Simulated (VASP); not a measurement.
Input of a VASP 6.6.1 run:

The input INCAR:

```
PREC = Accurate ; ENCUT = 500
EDIFF = 1E-6 ; ISMEAR = -1
SIGMA = 0.08 ; LREAL = False
LASPH = True ; NELM = 120
ALGO = Normal ; ISIF = 2
LWAVE = False ; LCHARG = False
GGA = PS ; NBANDS = 8
GGA_COMPAT = False
```

The input KPOINTS:

```
Automatic mesh
0
Gamma
  25 25 25
```

POSCAR

```
B
1.0
   -1.1486486980      1.1486486980      1.1486486980
    1.1486486980     -1.1486486980      1.1486486980
    1.1486486980      1.1486486980     -1.1486486980
B
1
Direct
    0.0000000000      0.0000000000      0.0000000000
```

Potentials or basis: VASP PAW PBE potentials, release 64 (B).

Launch:

```bash
$ cat potpaw_PBE.64/B/POTCAR > POTCAR
$ mpirun -np 1 vasp_std > vasp.out
```

(1) Predict the pressure.

Results:

(1) 0.3 GPa.

Caveat: the PAW data sets were made with another functional, which shifts forces and pressure a little.
